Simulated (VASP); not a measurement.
# W2N3 (C2/m) in VASP: single point with PBEsol

Aim: the single point of W2N3 with PBEsol.

Everything below comes from runs of VASP 6.6.1. Logs are shortened: lines on timing, memory, paths and dates and some standing lists are left out, and cuts for length are marked.

**1. The cell of the first run**

Symmetry: C2/m, No. 12, monoclinic system. Conventional cell: a = 4.996 Å, b = 2.885 Å, c = 15.916 Å, α = 90.00°, β = 93.00°, γ = 90.00°. Within 2.7 Å of W (site symmetry m) lie 6 N at 2.00 to 2.21 Å. Within 2.7 Å of W (site symmetry m) lie 6 N at 2.00 to 2.21 Å. Within 2.7 Å of N (site symmetry m) lie 3 W at 2.00 Å and 1 N at 2.56 Å. Within 2.7 Å of N (site symmetry m) lie 3 W at 2.00 Å and 1 N at 2.56 Å. Within 2.9 Å of N (site symmetry m) lie 6 W at 2.21 Å and 8 N at 2.56 to 2.88 Å.

**2. Single point, PBEsol (the part above a cut slid along it)**

INCAR

```
SYSTEM = W2N3
  PREC = Accurate
  ENCUT = 520
  EDIFF = 1E-7
  ISMEAR = 0
  SIGMA = 0.15
  LREAL = .False.
  LASPH = .True.
  NELM = 100
  ALGO = Fast
  ISIF = 2
  LWAVE = .False.
  LCHARG = .False.
  GGA = PS
  NBANDS = 54
```

KPOINTS

```
Automatic mesh
0
Gamma
  15 15 3
  0 0 0
```

POSCAR

```
W2N3
1.0
   -1.4423307378     -2.4981901192      0.0000000000
    1.4423307378     -2.4981901192      0.0000000000
    0.0000000000     -0.8328965857     15.8943955927
W N
4 6
Direct
    0.2235264010      0.2235264010      0.6587098523
    0.6097735990      0.6097735990      0.3412901477
    0.6402097343      0.6402097343      0.1587098523
    0.1930902657      0.1930902657      0.8412901477
    0.2647893735      0.2647893735      0.4111815229
    0.5685106265      0.5685106265      0.5888184771
    0.5147727068      0.5147727068      0.9111815229
    0.3185272932      0.3185272932      0.0888184771
    0.2916583333      0.2916583333      0.2500000000
    0.5416416667      0.5416416667      0.7500000000
```

Potentials or basis: VASP PAW PBE potentials, release 64 (W_sv, N).

On the command line:

```
> cat potpaw_PBE.64/W_sv/POTCAR potpaw_PBE.64/N/POTCAR > POTCAR
> mpirun -np 1 vasp_std > vasp.out
```

OUTCAR:

```text
SYSTEM = W2N3
   PREC = Accurate
   ENCUT = 520
   EDIFF = 1E-7
   ISMEAR = 0
   LREAL = .False.
   LASPH = .True.
   NELM = 100
   ISIF = 2
   GGA = PS

 ion  position               nearest neighbor table
   1  0.224  0.224  0.659-   6 2.00   6 2.00   6 2.00  10 2.21  10 2.21  10 2.21   4 2.90
   2  0.610  0.610  0.341-   5 2.00   5 2.00   5 2.00   9 2.21   9 2.21   9 2.21   3 2.90
   3  0.640  0.640  0.159-   8 2.00   8 2.00   8 2.00   9 2.21   9 2.21   9 2.21   2 2.90
   4  0.193  0.193  0.841-   7 2.00   7 2.00   7 2.00  10 2.21  10 2.21  10 2.21   1 2.90
   5  0.265  0.265  0.411-   2 2.00   2 2.00   2 2.00
   6  0.569  0.569  0.589-   1 2.00   1 2.00   1 2.00
   7  0.515  0.515  0.911-   4 2.00   4 2.00   4 2.00
   8  0.319  0.319  0.089-   3 2.00   3 2.00   3 2.00
   9  0.292  0.292  0.250-   3 2.21   3 2.21   2 2.21   2 2.21   2 2.21   3 2.21
  10  0.542  0.542  0.750-   4 2.21   4 2.21   1 2.21   1 2.21   1 2.21   4 2.21

  LATTYP: Found a base centered monoclinic cell.
 ALAT       =     4.9963802384
 B/A-ratio  =     0.5773502692
 C/A-ratio  =     3.1855468471
 COS(beta)  =    -0.0523301047

  Lattice vectors:

 A1 = (   1.4423307378,   2.4981901192,   0.0000000000)
 A2 = (  -1.4423307378,   2.4981901192,   0.0000000000)
 A3 = (   0.0000000000,  -0.8328965857,  15.8943955927)

Analysis of symmetry for initial positions (statically):
=====================================================================
 Subroutine PRICEL returns:
 Original cell was already a primitive cell.

 Routine SETGRP: Setting up the symmetry group for a
 base centered monoclinic supercell.

 Subroutine GETGRP returns: Found  4 space group operations
 (whereof  2 operations were pure point group operations)
 out of a pool of  4 trial point group operations.

The static configuration has the point symmetry C_1h.
 The point group associated with its full space group is C_2h.

Analysis of symmetry for dynamics (positions and initial velocities):
=====================================================================
 Subroutine PRICEL returns:
 Original cell was already a primitive cell.

 Routine SETGRP: Setting up the symmetry group for a
 base centered monoclinic supercell.

 Subroutine GETGRP returns: Found  4 space group operations
 (whereof  2 operations were pure point group operations)
 out of a pool of  4 trial point group operations.

The dynamic configuration has the point symmetry C_1h.
 The point group associated with its full space group is C_2h.

 Subroutine INISYM returns: Found  4 space group operations
 (whereof  2 operations are pure point group operations),
 and found     1 'primitive' translations

----------------------------------------------------------------------------------------

                                     Primitive cell

  volume of cell :     114.5419

  direct lattice vectors                    reciprocal lattice vectors
    -1.442330738 -2.498190119  0.000000000    -0.346661128 -0.200144895 -0.010487974
     1.442330738 -2.498190119  0.000000000     0.346661128 -0.200144895 -0.010487974
     0.000000000 -0.832896586 15.894395593     0.000000000  0.000000000  0.062915258

  length of vectors
     2.884661476  2.884661476 15.916203315     0.400427165  0.400427165  0.062915258

  position of ions in fractional coordinates (direct lattice)
     0.223526401  0.223526401  0.658709852
     0.609773599  0.609773599  0.341290148
     0.640209734  0.640209734  0.158709852
     0.193090266  0.193090266  0.841290148
     0.264789374  0.264789374  0.411181523
     0.568510627  0.568510627  0.588818477
     0.514772707  0.514772707  0.911181523
     0.318527293  0.318527293  0.088818477
     0.291658333  0.291658333  0.250000000
     0.541641667  0.541641667  0.750000000

  ion indices of the primitive-cell ions
   primitive index   ion index
                 1           1
                 2           2
                 3           3
                 4           4
                 5           5
                 6           6
                 7           7
                 8           8
                 9           9
                10          10

----------------------------------------------------------------------------------------

 KPOINTS: Automatic mesh

Automatic generation of k-mesh.
 Grid dimensions read from file:
 generate k-points for:   15   15    3

 Generating k-lattice:

  Cartesian coordinates                     Fractional coordinates (reciprocal lattice)
    -0.023110742 -0.013342993 -0.000699198     0.066666667 -0.000000000 -0.000000000
     0.023110742 -0.013342993 -0.000699198    -0.000000000  0.066666667 -0.000000000
     0.000000000  0.000000000  0.020971753     0.000000000  0.000000000  0.333333333

  Length of vectors
     0.026695144  0.026695144  0.020971753

  Shift w.r.t. Gamma in fractional coordinates (k-lattice)
     0.000000000  0.000000000  0.000000000

 Subroutine IBZKPT returns following result:
 ===========================================

 Found    184 irreducible k-points:

 Following reciprocal coordinates:
            Coordinates               Weight
  0.000000  0.000000  0.000000      1.000000
  0.066667  0.000000 -0.000000      4.000000
  0.133333 -0.000000 -0.000000      4.000000
  0.200000 -0.000000 -0.000000      4.000000
  0.266667 -0.000000 -0.000000      4.000000
  0.333333 -0.000000 -0.000000      4.000000
[... 16 lines left out ...]
  0.133333  0.133333  0.000000      2.000000
  0.200000  0.133333 -0.000000      4.000000
 [... further k-points ...]
   k-points           NKPTS =    184   k-points in BZ     NKDIM =    184   number of bands    NBANDS=     54
   number of dos      NEDOS =    301   number of ions     NIONS =     10
   total plane-waves  NPLWV =  69120
   dimension x,y,z NGX =    24 NGY =   24 NGZ =  120
   dimension x,y,z NGXF=    48 NGYF=   48 NGZF=  240
   ions per type =               4   6
   NGX,Y,Z   is equivalent  to a cutoff of  13.83, 13.83, 12.53 a.u.
   NGXF,Y,Z  is equivalent  to a cutoff of  27.66, 27.66, 25.07 a.u.
 SYSTEM =  W2N3
   PREC   = accura    normal or accurate (medium, high low for compatibility)
   ISTART =      0    job   : 0-new  1-cont  2-samecut
   ICHARG =      2    charge: 1-file 2-atom 10-const
   ISPIN  =      1    spin polarized calculation?
   LNONCOLLINEAR =      F non collinear calculations
   LSORBIT =      F    spin-orbit coupling
   LASPH  =      T    aspherical Exc in radial PAW
   ENCUT  =  520.0 eV  38.22 Ry    6.18 a.u.   5.36  5.36 29.59*2*pi/ulx,y,z
   NELM   =    100;   NELMIN=  2; NELMDL= -5     # of ELM steps
   EDIFF  = 0.1E-06   stopping-criterion for ELM
   LREAL  =      F    real-space projection
   EDIFFG = 0.1E-05   stopping-criterion for IOM
   NSW    =      0    number of steps for IOM
   IBRION =     -1    ionic relax: 0-MD 1-quasi-New 2-CG
   NFREE  =      0    steps in history (QN), initial steepest desc. (CG)
   ISIF   =      2    stress and relaxation
   ISYM   =      2    0-nonsym 1-usesym 2-fastsym
   POTIM  = 0.5000    time-step for ionic-motion
   TEBEG  =    0.0;   TEEND  =   0.0 temperature during run
   PSTRESS=    0.0 pullay stress
   NELECT =      86.0000    total number of electrons
   NUPDOWN=      -1.0000    fix difference up-down
   EMIN   =  10.00;   EMAX   =-10.00  energy-range for DOS
   EFERMI =   0.00;   METHOD = LEGACY
   ISMEAR =     0;   SIGMA  =   0.15  broadening in eV -4-tet -1-fermi 0-gaus
   EFERMI_NEDOS =   21; number of points for ismear=-14 and -15
   IALGO  =     68    algorithm
   IMIX   =      4    mixing-type and parameters
     AMIX     =   0.40;   BMIX     =  1.00
     AMIX_MAG =   1.60;   BMIX_MAG =  1.00
  volume/ion in A,a.u.               =      11.45        77.30
  Fermi-wavevector in a.u.,A,eV,Ry     =   1.487943  2.811804 30.122936  2.213973
  Thomas-Fermi vector in A             =   2.601040
   LORBIT       =      0    0 simple, 1 ext, 2 COOP (PROOUT), +10 PAW based schemes
   GGA     = PS    functional components
   LHFCALC =     F    Hartree Fock is set to
   AEXX    =    0.0000 exact exchange contribution
   IVDW    =     0    specifies the selected vdW correction
   LEPSILON=     F    determine dielectric tensor
   LRPA    =     F    only Hartree local field effects (RPA)
 non-spin polarized calculation
 RMM-DIIS sequential band-by-band and
 Gauss-broadening in eV      SIGMA  =   0.15
  energy-cutoff  :      520.00
  volume of cell :      114.54
 maximum number of plane-waves:      3138
 NGX is ok and might be reduce to    24
   NGX = 11   NGY = 11   NGZ = 59

 number of electron      85.9999995 magnetization

 Free energy of the ion-electron system (eV)
  ---------------------------------------------------
  ext. energy  EPLUGINS =         0.00000000
  ---------------------------------------------------
  free energy    TOTEN  =      -109.10933622 eV

  energy without entropy =     -109.06277054  energy(sigma->0) =     -109.08605338

 E-fermi :   7.7273     XC(G=0): -12.3516

 val. band max:        7.7248911756   @ k =   0.4000   0.3333  -0.0000
 cond. band min:       7.7344369628   @ k =   0.2667   0.0667  -0.0000
 fundamental gap:      0.0095457872
 Fermi energy:         7.7273201437

 k-point     1 :       0.0000    0.0000    0.0000
  band No.  band energies     occupation
      1     -67.1639      2.00000
      2     -67.1639      2.00000
      3     -67.1432      2.00000
      4     -67.1431      2.00000
      5     -31.7005      2.00000
      6     -31.7002      2.00000
[... 46 lines left out ...]
     53      11.0346      0.00000
     54      11.1264      0.00000

 k-point     2 :       0.0667    0.0000   -0.0000
  band No.  band energies     occupation
      1     -67.1611      2.00000
      2     -67.1610      2.00000
      3     -67.1403      2.00000
      4     -67.1403      2.00000
      5     -31.6922      2.00000
      6     -31.6919      2.00000
[... 1246 lines left out ...]
 k-point    24 :       0.2000    0.1333   -0.0000
  band No.  band energies     occupation
      1     -67.1455      2.00000
      2     -67.1455      2.00000
      3     -67.1249      2.00000
      4     -67.1249      2.00000
      5     -31.6473      2.00000
      6     -31.6470      2.00000
[... 46 lines left out ...]
     53      11.5270      0.00000
     54      11.8597      0.00000

 [... further k-points ...]

------------------------ aborting loop because EDIFF is reached ----------------------------------------

  FORCE on cell =-STRESS in cart. coord.  units (eV):
  Direction    XX          YY          ZZ          XY          YZ          ZX
  --------------------------------------------------------------------------------------
  -------------------------------------------------------------------------------------
  Total        1.1124946      1.2442405      1.2928960      0.0000000     -0.1794175      0.0000000
  in kB       15.5612379     17.4040591     18.0846376      0.0000000     -2.5096372      0.0000000
  external PRESSURE =      17.0166449 kB  Pullay stress =       0.0000000 kB

 VOLUME and BASIS-vectors are now :
 -----------------------------------------------------------------------------
  energy-cutoff  :      520.00
  volume of cell :      114.54
      direct lattice vectors                 reciprocal lattice vectors
    -1.442330738 -2.498190119  0.000000000    -0.346661128 -0.200144895 -0.010487974
     1.442330738 -2.498190119  0.000000000     0.346661128 -0.200144895 -0.010487974
     0.000000000 -0.832896586 15.894395593     0.000000000  0.000000000  0.062915258

 POSITION                                       TOTAL-FORCE (eV/Angst)
 -----------------------------------------------------------------------------------
      0.00000     -1.66546     10.46979         0.000000     -0.010104      0.038713
      0.00000     -3.33092      5.42460         0.000000      0.010104     -0.038713
      0.00000     -3.33092      2.52260         0.000000     -0.052829      0.108840
      0.00000     -1.66546     13.37180         0.000000      0.052829     -0.108840
      0.00000     -1.66546      6.53548         0.000000     -0.007948      0.163655
      0.00000     -3.33092      9.35891         0.000000      0.007948     -0.163655
      0.00000     -3.33092     14.48268         0.000000     -0.054146      0.213408
      0.00000     -1.66546      1.41172         0.000000      0.054146     -0.213408
      0.00000     -1.66546      3.97360         0.000000     -0.008401     -0.028102
      0.00000     -3.33092     11.92080         0.000000      0.008401      0.028102
 -----------------------------------------------------------------------------------
    total drift:                                0.000000      0.000000      0.000000

  FREE ENERGIE OF THE ION-ELECTRON SYSTEM (eV)
  ---------------------------------------------------
  free  energy   TOTEN  =      -109.1093362205 eV

  energy  without entropy=     -109.0627705389  energy(sigma->0) =     -109.08605338
```

Run time: 42 min. Hardware: 1 thread of Oxide Virtual Turin-like, shared host; peak memory 0.81 GiB.

What came out:

```
Free energy            : -109.1093 eV
Pressure               : 1.7 GPa
Largest force          : 0.220 eV/Å
Band gap on the k mesh : zero (bands 43 and 44 overlap by 1.66 eV)
```

Forces in eV/Å, atoms in the order of the input:
```
W    0.000 -0.010  0.039
W    0.000  0.010 -0.039
W    0.000 -0.053  0.109
W    0.000  0.053 -0.109
N    0.000 -0.008  0.164
N    0.000  0.008 -0.164
N    0.000 -0.054  0.213
N    0.000  0.054 -0.213
N    0.000 -0.008 -0.028
N    0.000  0.008  0.028
```

Stress tensor (GPa, compression positive):
```
 1.56  0.00  0.00
 0.00  1.74 -0.25
 0.00 -0.25  1.81
```

Caveat: the cell differs from its parent crystal (the part above a cut slid along it); the PAW data sets were made with another functional, which shifts forces and pressure a little; spin-orbit coupling is left out, which moves the levels of the heavy elements.
